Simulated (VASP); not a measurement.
Set up this calculation in VASP 6.6.1, as the native input.

```yaml
Task: single point
Functional: PBE
Potentials_or_basis: VASP PAW PBE potentials, release 64 (Sn_d)
Cutoff: 500 eV
k_mesh: 6 × 6 × 6
Occupations: fermi-dirac, width 0.25852 eV
Spin: no spin polarisation
Dipole_correction: no
Further_INCAR_settings: ALGO = Normal; EDIFF = 1e-06; NBANDS = 13
```

The structure of Sn lies in POSCAR:

```
Sn
1.0
   -1.8946518192      1.8946518192      1.8946518192
    1.8946518192     -1.8946518192      1.8946518192
    1.8946518192      1.8946518192     -1.8946518192
Sn
1
Direct
    0.0000000000      0.0000000000      0.0000000000
```

These files were run (other wordings do the same):

INCAR

```
  ALGO = Normal
  EDIFF = 1E-6
  ENCUT = 500
  GGA = PE
  GGA_COMPAT = False
  ISIF = 2
  ISMEAR = -1
  LASPH = True
  LCHARG = False
  LREAL = False
  LWAVE = False
  NBANDS = 13
  NELM = 120
  PREC = Accurate
  SIGMA = 0.2585199978643553
```

KPOINTS

```
k-points
0
Gamma
  6 6 6
```

Potentials or basis: VASP PAW PBE potentials, release 64 (Sn_d).

The run is started by

```sh
$ cat potpaw_PBE.64/Sn_d/POTCAR > POTCAR
$ mpirun -np 1 vasp_std > vasp.out
```

Results of the run:

```json
{
  "Pressure": "0.9 GPa",
  "Band gap on the k mesh": "zero (band 7 reaches 16.04 eV, above the bottom of band 8 at 5.62 eV)"
}
```

Caveat: the k points lie up to 0.39 Å⁻¹ apart; spin-orbit coupling is left out, which moves the levels of the heavy elements.

Wall time 3.4 s on 1 thread of AMD EPYC 9R45 (Zen 5) (shared host), peak memory 0.1 GiB.
